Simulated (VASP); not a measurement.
# NiO (Fm-3m) in VASP: a series of runs, part 2 of 2

VASP 6.6.1. Earlier steps stand in the parts before.

## Step 5: Single point, PBE+U, collinear spin, ferromagnetic start

File INCAR:

```
ALGO = Normal ; EDIFF = 1E-6
ENCUT = 700 ; GGA = PE
GGA_COMPAT = F ; ISIF = 2
ISMEAR = -1 ; ISPIN = 2
LASPH = T ; LCHARG = F
LDAU = T ; LDAUJ = 0 0
LDAUL = 2 -1 ; LDAUPRINT = 1
LDAUTYPE = 2 ; LDAUU = 1 0
LMAXMIX = 4 ; LORBIT = 11
LREAL = F ; LWAVE = F
MAGMOM = 1.73 0.34 ; NBANDS = 23
NELM = 200 ; PREC = Accurate
SIGMA = 0.1
```

File KPOINTS:

```
k-points
0
Gamma
  11 11 11
```

File POSCAR:

```
NiO
1.0
    0.0000000000      2.0859016400      2.0859016400
    2.0859016400      0.0000000000      2.0859016400
    2.0859016400      2.0859016400      0.0000000000
Ni O
1 1
Direct
    0.0000000000      0.0000000000      0.0000000000
    0.5000000000      0.5000000000      0.5000000000
```

Potentials or basis: VASP PAW PBE potentials, release 64 (Ni_sv_GW, O).

Started as:

```bash
$ cat potpaw_PBE.64/Ni_sv_GW/POTCAR potpaw_PBE.64/O/POTCAR > POTCAR
$ mpirun -np 1 vasp_std > vasp.out
```

OUTCAR:

```text
EDIFF = 1E-6
   ENCUT = 700
   GGA = PE
   ISIF = 2
   ISMEAR = -1
   ISPIN = 2
   LASPH = T
   LORBIT = 11
   LREAL = F
   NELM = 200
   PREC = Accurate

 ion  position               nearest neighbor table
   1  0.000  0.000  0.000-   2 2.09   2 2.09   2 2.09   2 2.09   2 2.09   2 2.09
   2  0.500  0.500  0.500-   1 2.09   1 2.09   1 2.09   1 2.09   1 2.09   1 2.09

  LATTYP: Found a face centered cubic cell.
 ALAT       =     4.1718032800

  Lattice vectors:

 A1 = (   0.0000000000,   2.0859016400,   2.0859016400)
 A2 = (   2.0859016400,   0.0000000000,   2.0859016400)
 A3 = (   2.0859016400,   2.0859016400,   0.0000000000)

Analysis of symmetry for initial positions (statically):
=====================================================================
 Subroutine PRICEL returns:
 Original cell was already a primitive cell.

 Routine SETGRP: Setting up the symmetry group for a
 face centered cubic supercell.

 Subroutine GETGRP returns: Found 48 space group operations
 (whereof 48 operations were pure point group operations)
 out of a pool of 48 trial point group operations.

The static configuration has the point symmetry O_h .

Analysis of symmetry for dynamics (positions and initial velocities):
=====================================================================
 Subroutine PRICEL returns:
 Original cell was already a primitive cell.

 Routine SETGRP: Setting up the symmetry group for a
 face centered cubic supercell.

 Subroutine GETGRP returns: Found 48 space group operations
 (whereof 48 operations were pure point group operations)
 out of a pool of 48 trial point group operations.

The dynamic configuration has the point symmetry O_h .

Analysis of structural, dynamic, and magnetic symmetry:
=====================================================================
 Subroutine PRICEL returns:
 Original cell was already a primitive cell.

 Routine SETGRP: Setting up the symmetry group for a
 face centered cubic supercell.

 Subroutine GETGRP returns: Found 48 space group operations
 (whereof 48 operations were pure point group operations)
 out of a pool of 48 trial point group operations.

The overall configuration has the point symmetry O_h .

 Subroutine INISYM returns: Found 48 space group operations
 (whereof 48 operations are pure point group operations),
 and found     1 'primitive' translations

----------------------------------------------------------------------------------------

                                     Primitive cell

  volume of cell :      18.1515

  direct lattice vectors                    reciprocal lattice vectors
     0.000000000  2.085901640  2.085901640    -0.239704495  0.239704495  0.239704495
     2.085901640  0.000000000  2.085901640     0.239704495 -0.239704495  0.239704495
[... 116 lines left out ...]
   AEXX    =    0.0000 exact exchange contribution
   IVDW    =     0    specifies the selected vdW correction
   LEPSILON=     F    determine dielectric tensor
   LRPA    =     F    only Hartree local field effects (RPA)
 spin polarized calculation
  energy-cutoff  :      700.00
  volume of cell :       18.15
 maximum number of plane-waves:       777
 NGX is ok and might be reduce to    28
   NGX = 13   NGY = 13   NGZ = 13

atom =   1  type =  1  l = 2

 onsite density matrix

spin component  1

  0.9264  0.0000  0.0000  0.0000 -0.0000
  0.0000  0.9264  0.0000  0.0000 -0.0000
  0.0000  0.0000  0.9577  0.0000 -0.0000
  0.0000  0.0000  0.0000  0.9264  0.0000
 -0.0000 -0.0000 -0.0000  0.0000  0.9577

spin component  2

  0.9144 -0.0000  0.0000 -0.0000 -0.0000
 -0.0000  0.9144  0.0000  0.0000  0.0000
  0.0000  0.0000  0.1739 -0.0000 -0.0000
 -0.0000  0.0000 -0.0000  0.9144 -0.0000
 -0.0000  0.0000 -0.0000 -0.0000  0.1739

 occupancies and eigenvectors

  o =  0.1739  v =  0.0000  0.0000  0.0000  0.0000  0.0000  0.0000  0.0000 -0.0326 -0.0000 -0.9995      0.0000  0.0000  0.0000  0.0000  0.0000  0.0000  0.0000  0.0000  0.0000  0.0000
  o =  0.1739  v =  0.0000  0.0000  0.0000  0.0000  0.0000  0.0000 -0.0000  0.9995 -0.0000 -0.0326      0.0000  0.0000  0.0000  0.0000  0.0000  0.0000  0.0000  0.0000  0.0000  0.0000
  o =  0.9144  v =  0.0000  0.0000  0.0000  0.0000  0.0000  0.0000  0.7074  0.0000 -0.7068  0.0000      0.0000  0.0000  0.0000  0.0000  0.0000  0.0000  0.0000  0.0000  0.0000  0.0000
  o =  0.9144  v =  0.0000  0.0000  0.0000  0.0000  0.0000  1.0000  0.0000  0.0000  0.0000  0.0000      0.0000  0.0000  0.0000  0.0000  0.0000  0.0000  0.0000  0.0000  0.0000  0.0000
  o =  0.9144  v =  0.0000  0.0000  0.0000  0.0000  0.0000  0.0000  0.7068  0.0000  0.7074  0.0000      0.0000  0.0000  0.0000  0.0000  0.0000  0.0000  0.0000  0.0000  0.0000  0.0000
  o =  0.9264  v =  0.0000  0.8546  0.0000  0.5193 -0.0000  0.0000  0.0000  0.0000  0.0000  0.0000      0.0000  0.0000  0.0000  0.0000  0.0000  0.0000  0.0000  0.0000  0.0000  0.0000
  o =  0.9264  v =  1.0000  0.0000  0.0000  0.0000  0.0000  0.0000  0.0000  0.0000  0.0000  0.0000      0.0000  0.0000  0.0000  0.0000  0.0000  0.0000  0.0000  0.0000  0.0000  0.0000
  o =  0.9264  v =  0.0000  0.5193  0.0000 -0.8546  0.0000  0.0000  0.0000  0.0000  0.0000  0.0000      0.0000  0.0000  0.0000  0.0000  0.0000  0.0000  0.0000  0.0000  0.0000  0.0000
  o =  0.9577  v =  0.0000 -0.0000  1.0000  0.0000 -0.0095  0.0000  0.0000  0.0000  0.0000  0.0000      0.0000  0.0000  0.0000  0.0000  0.0000  0.0000  0.0000  0.0000  0.0000  0.0000
  o =  0.9577  v =  0.0000  0.0000  0.0095  0.0000  1.0000  0.0000  0.0000  0.0000  0.0000  0.0000      0.0000  0.0000  0.0000  0.0000  0.0000  0.0000  0.0000  0.0000  0.0000  0.0000

 number of electron      24.0000003 magnetization       1.9555844

 Free energy of the ion-electron system (eV)
  ---------------------------------------------------
  ext. energy  EPLUGINS =         0.00000000
  ---------------------------------------------------
  free energy    TOTEN  =       -11.99679062 eV

  energy without entropy =      -11.98521661  energy(sigma->0) =      -11.99100361

 E-fermi :   7.0693     XC(G=0): -13.0644

 val. band max:        7.0089601569   @ k =   0.1818   0.1818   0.0000
 cond. band min:       7.1337155189   @ k =   0.2727   0.2727   0.0000
 fundamental gap:      0.1247553621
 Fermi energy:         7.0693323939

 spin component 1

 k-point     1 :       0.0000    0.0000    0.0000
  band No.  band energies     occupation
      1     -97.5976      1.00000
      2     -57.9697      1.00000
      3     -57.9697      1.00000
      4     -57.9697      1.00000
      5     -13.2721      1.00000
      6       3.2027      1.00000
[... 1241 lines left out ...]
     22      38.2901      0.00000
     23      39.0748      0.00000

 [... further k-points ...]

------------------------ aborting loop because EDIFF is reached ----------------------------------------

  FORCE on cell =-STRESS in cart. coord.  units (eV):
  Direction    XX          YY          ZZ          XY          YZ          ZX
  --------------------------------------------------------------------------------------
  -------------------------------------------------------------------------------------
  Total        0.8978441      0.8978441      0.8978441      0.0000000     -0.0000000      0.0000000
  in kB       79.2501410     79.2501410     79.2501410      0.0000000     -0.0000000      0.0000000
  external PRESSURE =      79.2501410 kB  Pullay stress =       0.0000000 kB

 VOLUME and BASIS-vectors are now :
 -----------------------------------------------------------------------------
  energy-cutoff  :      700.00
  volume of cell :       18.15
      direct lattice vectors                 reciprocal lattice vectors
     0.000000000  2.085901640  2.085901640    -0.239704495  0.239704495  0.239704495
     2.085901640  0.000000000  2.085901640     0.239704495 -0.239704495  0.239704495
     2.085901640  2.085901640  0.000000000     0.239704495  0.239704495 -0.239704495

 POSITION                                       TOTAL-FORCE (eV/Angst)
 -----------------------------------------------------------------------------------
      0.00000      0.00000      0.00000         0.000000      0.000000      0.000000
      2.08590      2.08590      2.08590         0.000000      0.000000     -0.000000
 -----------------------------------------------------------------------------------
    total drift:                               -0.000000      0.000000      0.000000

  FREE ENERGIE OF THE ION-ELECTRON SYSTEM (eV)
  ---------------------------------------------------
  free  energy   TOTEN  =       -11.9967906179 eV

  energy  without entropy=      -11.9852166120  energy(sigma->0) =      -11.99100361

 total charge

# of ion       s       p       d       f       tot
--------------------------------------------------
    1        2.155   6.219   7.758   0.010  16.142
    2        1.548   3.457   0.000   0.000   5.006
--------------------------------------------------
tot          3.703   9.677   7.758   0.010  21.148

 magnetization (x)

# of ion       s       p       d       f       tot
--------------------------------------------------
    1        0.009   0.013   1.601   0.001   1.624
    2        0.029   0.257   0.000   0.000   0.286
--------------------------------------------------
tot          0.038   0.270   1.601   0.001   1.910
```

OSZICAR:

```text
N       E                     dE             d eps       ncg     rms          rms(c)
DAV:   1     0.262104144454E+03    0.26210E+03   -0.14663E+04  7825   0.410E+03
DAV:   2    -0.385315661733E+01   -0.26596E+03   -0.25310E+03  8324   0.930E+02
DAV:   3    -0.167346202719E+02   -0.12881E+02   -0.12836E+02  7875   0.216E+02
DAV:   4    -0.169487725772E+02   -0.21415E+00   -0.21413E+00  7303   0.144E+01
DAV:   5    -0.169545736822E+02   -0.58011E-02   -0.58010E-02  6699   0.226E+00    0.176E+01
DAV:   6    -0.156426642493E+02    0.13119E+01   -0.50059E+01  8691   0.359E+02    0.240E+01
DAV:   7    -0.118924221266E+02    0.37502E+01   -0.25400E+01  7103   0.316E+02    0.544E+00
DAV:   8    -0.120350882127E+02   -0.14267E+00   -0.81116E-01  8390   0.199E+01    0.445E+00
DAV:   9    -0.119675302757E+02    0.67558E-01   -0.36696E-01  9555   0.374E+01    0.236E+00
DAV:  10    -0.119889434234E+02   -0.21413E-01   -0.69892E-02  9400   0.135E+01    0.213E+00
DAV:  11    -0.119925464084E+02   -0.36030E-02   -0.22977E-02  9069   0.113E+01    0.757E-01
DAV:  12    -0.119964884850E+02   -0.39421E-02   -0.84750E-03  8884   0.373E+00    0.281E-01
DAV:  13    -0.119967539756E+02   -0.26549E-03   -0.16196E-04  8425   0.434E-01    0.205E-01
DAV:  14    -0.119966693355E+02    0.84640E-04   -0.87542E-04  9066   0.256E+00    0.954E-02
DAV:  15    -0.119967770300E+02   -0.10769E-03   -0.63574E-05  8267   0.412E-01    0.432E-02
DAV:  16    -0.119967910238E+02   -0.13994E-04   -0.18955E-05  9150   0.327E-01    0.651E-03
DAV:  17    -0.119967906179E+02    0.40592E-06   -0.16784E-06  3571   0.927E-02
   1 F= -.11996791E+02 E0= -.11991004E+02  d E =-.115740E-01  mag=     1.9550
```

It took 2.1 min on 1 thread of Intel Xeon Platinum 8259CL at 2.50GHz (Skylake/Cascade Lake), shared host; peak memory 0.22 GiB.

Results:

```
Free energy                                           : -11.9968 eV
Pressure                                              : 7.9 GPa
Net moment                                            : 1.96 μB per cell
Site moments                                          : Ni +1.62; O +0.29 μB
Valence electrons inside the program's atomic spheres : Ni 16.14; O 5.01
```

Eigenvalues of the final occupation matrices:
| site | spin | trace | eigenvalues |
| --- | --- | --- | --- |
| site 1 d | 1 | 4.69 | 0.93 0.93 0.93 0.96 0.96 |
| site 1 d | 2 | 3.09 | 0.17 0.17 0.91 0.91 0.91 |

Caveat: the cell stands under pressure; a cell with one magnetic atom can't hold antiferromagnetic order, which such compounds often take. The state reached can hang on the start; a lower one may exist.

## Step 6: Single point, LDA+U, collinear spin, ferromagnetic start

This run uses another cell than the first one, of 8.81 Å³/atom.

File INCAR:

```
ALGO = Normal
EDIFF = 1E-6
ENCUT = 700
GGA_COMPAT = False
ISIF = 2
ISMEAR = -1
ISPIN = 2
LASPH = True
LCHARG = False
LDAU = True
LDAUJ = 0 0
LDAUL = 2 -1
LDAUPRINT = 1
LDAUTYPE = 2
LDAUU = 4 0
LMAXMIX = 4
LORBIT = 11
LREAL = False
LWAVE = False
MAGMOM = 1 0
NBANDS = 23
NELM = 200
PREC = Accurate
SIGMA = 0.05
```

KPOINTS is that of step 5.

File POSCAR:

```
NiO
1.0
    0.0000000000      2.0653075555      2.0653075555
    2.0653075555      0.0000000000      2.0653075555
    2.0653075555      2.0653075555      0.0000000000
Ni O
1 1
Direct
    0.0000000000      0.0000000000      0.0000000000
    0.5000000000      0.5000000000      0.5000000000
```

Potentials or basis: VASP PAW LDA potentials, release 64 (Ni_sv_GW, O).

Started as:

```bash
$ cat potpaw_LDA.64/Ni_sv_GW/POTCAR potpaw_LDA.64/O/POTCAR > POTCAR
$ mpirun -np 1 vasp_std > vasp.out
```

Run time: 50 s. Hardware: 1 thread of Intel Xeon 6975P-C (Granite Rapids), shared host; peak memory 0.2 GiB.

The run converged. Its results:

- Free energy: -12.3119 eV
- Pressure: -2.4 GPa
- Band gap on the k mesh: 0.70 eV (least direct gap 1.63 eV)
- Net moment: 2.00 μB per cell
- Site moments: Ni +1.69; O +0.26 μB
- Valence electrons inside the program's atomic spheres: Ni 16.18; O 5.00

Levels at points of the mesh, in eV from the valence-band top:
Spin up:
```
           k point  band 11  band 12  band 13  band 14  band 15  band 16
(0.00, 0.00, 0.00)    -2.47    -2.47    -2.47     2.17    18.06    18.88
```
Spin down:
```
           k point  band 7  band 8  band 9  band 10  band 11  band 12  band 13  band 14  band 15  band 16
(0.00, 0.00, 0.00)   -2.92   -2.92   -1.98    -1.98    -1.98     0.70     0.70     2.55    18.08    19.24
```

Eigenvalues of the final occupation matrices:
```tsv
site	spin	trace	eigenvalues
site 1 d	1	4.73	0.93 0.93 0.93 0.97 0.97
site 1 d	2	3.06	0.15 0.15 0.92 0.92 0.92
```

Caveat: an odd mesh through Γ misses points on the zone boundary, where band edges can lie; a cell with one magnetic atom can't hold antiferromagnetic order, which such compounds often take.

## Step 7: The runs side by side

| level | potentials or basis | U | cell | cutoff (eV) | smearing | k mesh for the DOS | occupations for the DOS | gap on the mesh (eV) | pressure (GPa) | moment (μB) |
| --- | --- | --- | --- | --- | --- | --- | --- | --- | --- | --- |
| PBEsol+U | VASP PAW PBE potentials, release 64 (Ni_sv_GW, O) | Ni d U = 3.0 eV | a = 2.950 Å, angles 60.0°, 2 atoms | 520 | fermi-dirac 0.05 eV | 17 × 17 × 17 | tetrahedron | - | - | 2.00 |
| PBE+U | VASP PAW PBE potentials, release 64 (Ni_sv_GW, O) | Ni d U = 8.0 eV | a = 2.950 Å, angles 60.0°, 2 atoms | 520 | fermi-dirac 0.05 eV | 17 × 17 × 17 | tetrahedron | - | - | 2.00 |
| LDA+U | VASP PAW LDA potentials, release 64 (Ni_sv_GW, O) | Ni d U = 4.0 eV | a = 2.950 Å, angles 60.0°, 2 atoms | 700 | fermi-dirac 0.05 eV | - | - | 0.80 | -8.9 | 2.00 |
| PBE+U | VASP PAW PBE potentials, release 64 (Ni_sv_GW, O) | Ni d U = 1.0 eV | a = 2.950 Å, angles 60.0°, 2 atoms | 700 | fermi-dirac 0.1 eV | - | - | none | 7.9 | 1.96 |
| LDA+U | VASP PAW LDA potentials, release 64 (Ni_sv_GW, O) | Ni d U = 4.0 eV | a = 2.921 Å, angles 60.0°, 2 atoms | 700 | fermi-dirac 0.05 eV | - | - | 0.70 | -2.4 | 2.00 |

Alike in all rows: task single point; spin collinear, ferromagnetic start; k mesh 11 × 11 × 11.

Caveats: a cell with one magnetic atom can't hold antiferromagnetic order, which such compounds often take; an odd mesh through Γ misses points on the zone boundary, where band edges can lie (at least some runs); the PAW data sets were made with another functional, which shifts forces and pressure a little (at least some runs); the cell stands under tension (at least some runs); the cell stands under pressure (at least some runs).

Absolute energies hang on the potentials; compare differences alone.

The gap in the log of VASP goes by the Fermi energy; the results here count the filled bands.